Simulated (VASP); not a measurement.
Here is a VASP 6.6.1 calculation.

INCAR

```
SYSTEM = Sc
  ALGO = Normal
  EDIFF = 1E-7
  ENCUT = 520
  GGA = PS
  ISIF = 2
  ISMEAR = 0
  LASPH = .TRUE.
  LCHARG = .FALSE.
  LREAL = .FALSE.
  LWAVE = .FALSE.
  NBANDS = 30
  NELM = 100
  PREC = Accurate
  SIGMA = 0.1
```

KPOINTS

```
k-points
0
G
  6 6 2
  0 0 0
```

Contents of POSCAR:

```
Sc
1.0
    3.3715484507      0.0000000000      0.0000000000
   -1.6857742253      2.9198466084      0.0000000000
    0.0000000000      0.0000000000     10.8739092058
Sc
4
Direct
    0.0000000000      0.0000000000      0.0000000000
    0.0000000000      0.0000000000      0.5000000000
    0.3333333333      0.6666666667      0.7500000000
    0.6666666667      0.3333333333      0.2500000000
```

Potentials or basis: VASP PAW PBE potentials, release 64 (Sc_sv).

Run with:

```bash
$ cat potpaw_PBE.64/Sc_sv/POTCAR > POTCAR
$ mpirun -np 1 vasp_std > vasp.out
```

Estimate the band gap on the k mesh.

zero (bands 22 and 23 overlap by 1.04 eV).

Estimate the pressure.

-5.6 GPa.

Stress tensor (GPa, compression positive):
```
-5.34  0.00  0.00
 0.00 -5.34  0.00
 0.00  0.00 -6.26
```

Caveat: the cell stands under tension; the PAW data sets were made with another functional, which shifts forces and pressure a little.
